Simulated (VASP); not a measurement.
Write the native input for VASP 6.6.1 that does the following.

```yaml
Task: single point
Functional: PBEsol
Potentials_or_basis: VASP PAW PBE potentials, release 64 (Be)
Cutoff: 520 eV
k_mesh: 8 × 8 × 8
Occupations: gaussian, width 0.1 eV
Spin: no spin polarisation
Dipole_correction: no
Further_INCAR_settings: ALGO = Normal; EDIFF = 1e-06; NBANDS = 7
```

The structure of Be lies in POSCAR:

```
Be
1.0
    2.0256478605      0.0000000000      0.0000000000
    0.0000000000      2.0256478605      0.0000000000
    0.0000000000      0.0000000000      2.0256478605
Be
1
Direct
    0.0000000000      0.0000000000      0.0000000000
```

This isn't the form of Be at room conditions, which is hcp.

These files were run (other wordings do the same):

INCAR

```
ALGO     = Normal         # electronic algorithm
EDIFF    = 1E-6           # SCF threshold, eV
ENCUT    = 520            # plane-wave cutoff, eV
GGA      = PS             # functional
ISIF     = 2              # what is computed and relaxed
ISMEAR   = 0              # smearing method
LASPH    = T              # aspherical terms in the spheres
LCHARG   = T              # write CHGCAR
LELF     = T              # ELF
LREAL    = F              # projectors in reciprocal space
LVHAR    = T            
LWAVE    = F              # write WAVECAR
NBANDS   = 7              # bands
NELM     = 60             # most SCF steps
PREC     = Accurate       # precision mode
SIGMA    = 0.1            # smearing width, eV
```

KPOINTS

```
k-points
0
Gamma
  8 8 8
```

Potentials or basis: VASP PAW PBE potentials, release 64 (Be).

Command:

```bash
$ cat potpaw_PBE.64/Be/POTCAR > POTCAR
$ mpirun -np 1 vasp_std > vasp.out
```

Results of the run:

```
Pressure               : 21.7 GPa
Band gap on the k mesh : zero (bands 1 and 2 overlap by 7.67 eV)
```

Caveat: the k points lie up to 0.39 Å⁻¹ apart, too coarse for converged energies and pressures of a metal; the PAW data sets were made with another functional, which shifts forces and pressure a little.

Run time: 2.7 s on 1 thread of Intel Xeon 8259CL, with other jobs on the host, peak memory 0.11 GiB.
